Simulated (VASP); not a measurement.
Here is a VASP 6.6.1 calculation.

INCAR

```
PREC = Accurate
ENCUT = 520
EDIFF = 1E-7
ISMEAR = -1
SIGMA = 0.1
LREAL = F
LASPH = T
NELM = 100
ALGO = Normal
ISIF = 2
LWAVE = F
LCHARG = F
GGA = RE
NBANDS = 28
```

Contents of KPOINTS:

```
regular mesh
0
Gamma
  15 15 4
```

POSCAR

```
Pd
1.0
    2.8754378978      0.0000000000      0.0000000000
   -1.4377189489      2.4902022665      0.0000000000
    0.0000000000      0.0000000000      9.4760196151
Pd
4
Direct
    1.0000000000      1.0000000000      0.0000000000
    1.0000000000      1.0000000000      0.5000000000
    0.3333333333      0.6666666667      0.2500000000
    0.6666666667      0.3333333333      0.7500000000
```

Potentials or basis: VASP PAW PBE potentials, release 64 (Pd).

Command:

```console
$ cat potpaw_PBE.64/Pd/POTCAR > POTCAR
$ mpirun -np 1 vasp_std > vasp.out
```

**Question.** What does it give for the band gap on the k mesh?

**Answer.** Zero (bands 20 and 21 overlap by 0.73 eV).

**Question.** Predict the pressure.

**Answer.** -9.5 GPa.

Stress tensor (GPa, compression positive):
```
-9.48  0.00  0.00
 0.00 -9.48  0.00
 0.00  0.00 -9.62
```

Caveat: the cell stands under tension; the PAW data sets were made with another functional, which shifts forces and pressure a little.
